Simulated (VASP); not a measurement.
# HfO2 (Pca2_1) in VASP: settings compared

HfO2 is run at these levels: PBEsol+U, RPBE+D3(BJ); tasks: single point.

Program: VASP 6.6.1. These are calculated values, not measurements. Logs are shortened: lines on timing, memory, paths and dates and some standing lists are left out, and cuts for length are marked.

**1. The cell of the first run**

Symmetry: Pca2_1, No. 29, orthorhombic system. The conventional cell has a = 5.251 Å, b = 5.054 Å, c = 5.076 Å, α = 90.00°, β = 90.00°, γ = 90.00°. Hf (site symmetry 1) has 7 O at 2.05 to 2.24 Å within 2.7 Å. Within 2.7 Å of O (site symmetry 1) lie 3 Hf at 2.05 to 2.14 Å and 1 O at 2.52 Å. Within 2.8 Å of O (site symmetry 1) lie 4 Hf at 2.13 to 2.24 Å and 5 O at 2.52 to 2.65 Å.

**2. Single point, PBEsol+U**

File INCAR:

```
ALGO = Normal ; EDIFF = 1E-6
ENCUT = 520 ; GGA = PS
ISIF = 2 ; ISMEAR = -1
LASPH = True ; LCHARG = True
LDAU = True ; LDAUJ = 0 0
LDAUL = 2 -1 ; LDAUPRINT = 1
LDAUTYPE = 2 ; LDAUU = 3 0
LELF = True ; LMAXMIX = 4
LREAL = False ; LVHAR = True
LWAVE = False ; NBANDS = 56
NELM = 150 ; PREC = Accurate
SIGMA = 0.05
```

File KPOINTS:

```
k-points
0
Gamma
  4 5 4
```

File POSCAR:

```
HfO2
1.0
    5.2513462822      0.0000000000      0.0000000000
    0.0000000000      5.0538614849      0.0000000000
    0.0000000000      0.0000000000      5.0757825475
Hf O
4 8
Direct
    0.9674186313      0.7331663143      0.7396781479
    0.5325813687      0.7331663143      0.2396781479
    0.4674186313      0.2668336857      0.7396781479
    0.0325813687      0.2668336857      0.2396781479
    0.6348481674      0.9300158658      0.8827521096
    0.8651518326      0.9300158658      0.3827521096
    0.2345905109      0.5383723178      0.4905697425
    0.2654094891      0.5383723178      0.9905697425
    0.7654094891      0.4616276822      0.9905697425
    0.7345905109      0.4616276822      0.4905697425
    0.1348481674      0.0699841342      0.8827521096
    0.3651518326      0.0699841342      0.3827521096
```

Potentials or basis: VASP PAW PBE potentials, release 64 (Hf_pv, O).

Started as:

```sh
$ cat potpaw_PBE.64/Hf_pv/POTCAR potpaw_PBE.64/O/POTCAR > POTCAR
$ mpirun -np 1 vasp_std > vasp.out
```

OUTCAR:

```text
EDIFF = 1E-6
   ENCUT = 520
   GGA = PS
   ISIF = 2
   ISMEAR = -1
   LASPH = True
   LREAL = False
   NELM = 150
   PREC = Accurate

 ion  position               nearest neighbor table
   1  0.967  0.733  0.740-  11 2.05   7 2.13   6 2.14   5 2.14   9 2.15  10 2.23   8 2.24   2 3.41
                             2 3.41   4 3.48   4 3.48   3 3.53   3 3.53   4 3.72   4 3.72   3 3.76
   2  0.533  0.733  0.240-  12 2.05   8 2.13   5 2.14   6 2.14  10 2.15   9 2.23   7 2.24   1 3.41
                             1 3.41   3 3.48   3 3.48   4 3.53   4 3.53   3 3.72   3 3.72   4 3.76
   3  0.467  0.267  0.740-   5 2.05  10 2.13  12 2.14  11 2.14   8 2.15   7 2.23   9 2.24   4 3.41
                             4 3.41   2 3.48   2 3.48   1 3.53   1 3.53   2 3.72   2 3.72   1 3.76
   4  0.033  0.267  0.240-   6 2.05   9 2.13  11 2.14  12 2.14   7 2.15   8 2.23  10 2.24   3 3.41
                             3 3.41   1 3.48   1 3.48   2 3.53   2 3.53   1 3.72   1 3.72   2 3.76
   5  0.635  0.930  0.883-   3 2.05   2 2.14   1 2.14
   6  0.865  0.930  0.383-   4 2.05   1 2.14   2 2.14
   7  0.235  0.538  0.491-   1 2.13   4 2.15   3 2.23   2 2.24
   8  0.265  0.538  0.991-   2 2.13   3 2.15   4 2.23   1 2.24
   9  0.765  0.462  0.991-   4 2.13   1 2.15   2 2.23   3 2.24
  10  0.735  0.462  0.491-   3 2.13   2 2.15   1 2.23   4 2.24
  11  0.135  0.070  0.883-   1 2.05   4 2.14   3 2.14
  12  0.365  0.070  0.383-   2 2.05   3 2.14   4 2.14

  LATTYP: Found a simple orthorhombic cell.
 ALAT       =     5.0538614849
 B/A-ratio  =     1.0043374878
 C/A-ratio  =     1.0390760210

  Lattice vectors:

 A1 = (   0.0000000000,   5.0538614849,   0.0000000000)
 A2 = (   0.0000000000,   0.0000000000,   5.0757825475)
 A3 = (   5.2513462822,   0.0000000000,   0.0000000000)

Analysis of symmetry for initial positions (statically):
=====================================================================
 Subroutine PRICEL returns:
 Original cell was already a primitive cell.

 Routine SETGRP: Setting up the symmetry group for a
 simple orthorhombic supercell.

 Subroutine GETGRP returns: Found  4 space group operations
 (whereof  1 operations were pure point group operations)
 out of a pool of  8 trial point group operations.

The static configuration has the point symmetry C_1 .
[... 301 lines left out ...]
  o =  0.0831  v =  0.0000  0.0000  0.0000  0.0000  0.0000 -0.0745 -0.3768  0.8701  0.0905 -0.2953      0.0000  0.0000  0.0000  0.0000  0.0000  0.0000  0.0000  0.0000  0.0000  0.0000
  o =  0.1357  v =  0.0000  0.0000  0.0000  0.0000  0.0000 -0.4502 -0.2828  0.0013 -0.8156  0.2283      0.0000  0.0000  0.0000  0.0000  0.0000  0.0000  0.0000  0.0000  0.0000  0.0000
  o =  0.1357  v = -0.4502 -0.2828  0.0013 -0.8156  0.2283  0.0000  0.0000  0.0000  0.0000  0.0000      0.0000  0.0000  0.0000  0.0000  0.0000  0.0000  0.0000  0.0000  0.0000  0.0000
  o =  0.1878  v =  0.0000  0.0000  0.0000  0.0000  0.0000  0.0022 -0.8646 -0.3846  0.3166  0.0665      0.0000  0.0000  0.0000  0.0000  0.0000  0.0000  0.0000  0.0000  0.0000  0.0000
  o =  0.1878  v =  0.0022 -0.8646 -0.3846  0.3166  0.0665  0.0000  0.0000  0.0000  0.0000  0.0000      0.0000  0.0000  0.0000  0.0000  0.0000  0.0000  0.0000  0.0000  0.0000  0.0000
  o =  0.2081  v =  0.7774 -0.1647 -0.0805 -0.4754 -0.3688  0.0000  0.0000  0.0000  0.0000  0.0000      0.0000  0.0000  0.0000  0.0000  0.0000  0.0000  0.0000  0.0000  0.0000  0.0000
  o =  0.2081  v =  0.0000  0.0000  0.0000  0.0000  0.0000  0.7774 -0.1647 -0.0805 -0.4754 -0.3688      0.0000  0.0000  0.0000  0.0000  0.0000  0.0000  0.0000  0.0000  0.0000  0.0000

 number of electron      88.0000001 magnetization

 Free energy of the ion-electron system (eV)
  ---------------------------------------------------
  ext. energy  EPLUGINS =         0.00000000
  ---------------------------------------------------
  free energy    TOTEN  =      -119.81919856 eV

  energy without entropy =     -119.81919856  energy(sigma->0) =     -119.81919856

 E-fermi :   4.5845     XC(G=0): -11.9205

 val. band max:        3.5159640425   @ k =   0.0000   0.0000   0.0000
 cond. band min:       8.2911781972   @ k =   0.2500   0.4000   0.2500
 fundamental gap:      4.7752141547
 Fermi energy:         4.5845030492

 k-point     1 :       0.0000    0.0000    0.0000
  band No.  band energies     occupation
      1     -26.5718      2.00000
      2     -26.5426      2.00000
      3     -26.5419      2.00000
      4     -26.3127      2.00000
      5     -26.2739      2.00000
      6     -26.2541      2.00000
[... 1405 lines left out ...]
     55      11.0696      0.00000
     56      11.0696      0.00000

 [... further k-points ...]

------------------------ aborting loop because EDIFF is reached ----------------------------------------

  FORCE on cell =-STRESS in cart. coord.  units (eV):
  Direction    XX          YY          ZZ          XY          YZ          ZX
  --------------------------------------------------------------------------------------
  -------------------------------------------------------------------------------------
  Total        0.9881012      1.6112466      1.1252629      0.0000000      0.0000000      0.0000000
  in kB       11.7520878     19.1635333     13.3834351      0.0000000      0.0000000      0.0000000
  external PRESSURE =      14.7663521 kB  Pullay stress =       0.0000000 kB

 VOLUME and BASIS-vectors are now :
 -----------------------------------------------------------------------------
  energy-cutoff  :      520.00
  volume of cell :      134.71
      direct lattice vectors                 reciprocal lattice vectors
     5.251346282  0.000000000  0.000000000     0.190427358  0.000000000  0.000000000
     0.000000000  5.053861485  0.000000000     0.000000000  0.197868502  0.000000000
     0.000000000  0.000000000  5.075782548     0.000000000  0.000000000  0.197013956

 POSITION                                       TOTAL-FORCE (eV/Angst)
 -----------------------------------------------------------------------------------
      5.08025      3.70532      3.75445        -0.022831     -0.079807     -0.094341
      2.79677      3.70532      1.21655         0.022831     -0.079807     -0.094341
      2.45458      1.34854      3.75445        -0.022831      0.079807     -0.094341
      0.17110      1.34854      1.21655         0.022831      0.079807     -0.094341
      3.33381      4.70017      4.48066         0.061555     -0.031274      0.009539
      4.54321      4.70017      1.94277        -0.061555     -0.031274      0.009539
      1.23192      2.72086      2.49003         0.086723      0.073917      0.084803
      1.39376      2.72086      5.02792        -0.086723      0.073917      0.084803
      4.01943      2.33300      5.02792        -0.086723     -0.073917      0.084803
      3.85759      2.33300      2.49003         0.086723     -0.073917      0.084803
      0.70813      0.35369      4.48066         0.061555      0.031274      0.009539
      1.91754      0.35369      1.94277        -0.061555      0.031274      0.009539
 -----------------------------------------------------------------------------------
    total drift:                               -0.000000      0.000000     -0.001108

  FREE ENERGIE OF THE ION-ELECTRON SYSTEM (eV)
  ---------------------------------------------------
  free  energy   TOTEN  =      -119.8191985624 eV

  energy  without entropy=     -119.8191985624  energy(sigma->0) =     -119.81919856
```

It took 4.6 min on 1 thread of AMD EPYC 7R43 (Zen 3), shared host; peak memory 0.28 GiB.

What came out:

```yaml
Free_energy: -119.8192 eV
Pressure: 1.5 GPa
Largest_force: 0.142 eV/Å
Band_gap_on_the_k_mesh: 4.78 eV, indirect (least direct gap 5.09 eV)
```

Forces in eV/Å, atoms in the order of the input:
```
Hf  -0.023 -0.080 -0.094
Hf   0.023 -0.080 -0.094
Hf  -0.023  0.080 -0.094
Hf   0.023  0.080 -0.094
O    0.062 -0.031  0.010
O   -0.062 -0.031  0.010
O    0.087  0.074  0.085
O   -0.087  0.074  0.085
O   -0.087 -0.074  0.085
O    0.087 -0.074  0.085
O    0.062  0.031  0.010
O   -0.062  0.031  0.010
```

Levels at points of the mesh, in eV from the valence-band top:
```
           k point  band 41  band 42  band 43  band 44  band 45  band 46  band 47  band 48
(0.00, 0.00, 0.00)    -0.66    -0.24    -0.12     0.00     5.15     5.49     5.60     5.75
(0.50, 0.00, 0.00)    -0.66    -0.66    -0.41    -0.41     5.51     5.51     5.90     5.90
(0.00, 0.00, 0.50)    -0.37    -0.37    -0.28    -0.28     4.95     4.95     5.68     5.68
(0.50, 0.00, 0.50)    -0.69    -0.69    -0.69    -0.69     5.45     5.45     5.45     5.45
```

Eigenvalues of the final occupation matrices:
```
    site  spin  trace               eigenvalues
site 1 d     1   0.69  0.08 0.08 0.14 0.19 0.21
site 1 d     2   0.69  0.08 0.08 0.14 0.19 0.21
site 2 d     1   0.69  0.08 0.08 0.14 0.19 0.21
site 2 d     2   0.69  0.08 0.08 0.14 0.19 0.21
site 3 d     1   0.69  0.08 0.08 0.14 0.19 0.21
site 3 d     2   0.69  0.08 0.08 0.14 0.19 0.21
site 4 d     1   0.69  0.08 0.08 0.14 0.19 0.21
site 4 d     2   0.69  0.08 0.08 0.14 0.19 0.21
```

Caveat: the PAW data sets were made with another functional, which shifts forces and pressure a little; spin-orbit coupling is left out, which moves the levels of the heavy elements.

**3. Single point, RPBE+D3(BJ)**

This run uses another cell than the first one, of 10.44 Å³/atom, 0.930 times its volume.

File INCAR:

```
ALGO = Normal ; EDIFF = 1E-6
ENCUT = 520 ; GGA = RP
ISIF = 2 ; ISMEAR = -1
IVDW = 12 ; LASPH = True
LCHARG = True ; LELF = True
LREAL = False ; LVHAR = True
LWAVE = False ; NBANDS = 56
NELM = 60 ; PREC = Accurate
SIGMA = 0.05
```

File KPOINTS:

```
k-points
0
Gamma
  5 6 5
```

File POSCAR:

```
HfO2
1.0
    5.1745526769      0.0000000000      0.0000000000
    0.0000000000      4.9372615308      0.0000000000
    0.0000000000      0.0000000000      4.9044782620
Hf O
4 8
Direct
    0.9672939904      0.7302253017      0.7540841275
    0.5327060096      0.7302253017      0.2540841275
    0.4672939904      0.2697746983      0.7540841275
    0.0327060096      0.2697746983      0.2540841275
    0.6126961190      0.9061542650      0.8539591269
    0.8873038810      0.9061542650      0.3539591269
    0.2452999514      0.5504987887      0.5049567456
    0.2547000486      0.5504987887      1.0049567456
    0.7547000486      0.4495012113      1.0049567456
    0.7452999514      0.4495012113      0.5049567456
    0.1126961190      0.0938457350      0.8539591269
    0.3873038810      0.0938457350      0.3539591269
```

Potentials or basis: VASP PAW PBE potentials, release 64 (Hf_pv, O).

Started as:

```sh
$ cat potpaw_PBE.64/Hf_pv/POTCAR potpaw_PBE.64/O/POTCAR > POTCAR
$ mpirun -np 1 vasp_std > vasp.out
```

It took 3.7 min on 1 thread of Intel Xeon Platinum 8259CL at 2.50GHz (Skylake/Cascade Lake), shared host; peak memory 0.35 GiB.

Results (log left out):

- Free energy: -131.8379 eV
- Pressure: -3.8 GPa
- Largest force: 0.071 eV/Å
- Band gap on the k mesh: 4.66 eV, direct
- Dispersion energy per atom: -1.354 eV

Forces in eV/Å, atoms in the order of the input:
```
Hf  -0.036 -0.030 -0.052
Hf   0.036 -0.030 -0.052
Hf  -0.036  0.030 -0.052
Hf   0.036  0.030 -0.052
O    0.055  0.034  0.028
O   -0.055  0.034  0.028
O    0.002 -0.035  0.024
O   -0.002 -0.035  0.024
O   -0.002  0.035  0.024
O    0.002  0.035  0.024
O    0.055 -0.034  0.028
O   -0.055 -0.034  0.028
```

Stress tensor (GPa, compression positive):
```
-4.05  0.00  0.00
 0.00 -3.76  0.00
 0.00  0.00 -3.56
```

Levels at points of the mesh, in eV from the valence-band top:
```
           k point  band 41  band 42  band 43  band 44  band 45  band 46  band 47  band 48
(0.00, 0.00, 0.00)    -0.39    -0.08    -0.05    -0.05     5.36     5.52     5.60     6.03
(0.00, 0.50, 0.00)    -0.61    -0.21    -0.11     0.00     4.66     5.23     5.30     5.78
```

Caveat: the PAW data sets were made with another functional, which shifts forces and pressure a little; spin-orbit coupling is left out, which moves the levels of the heavy elements.
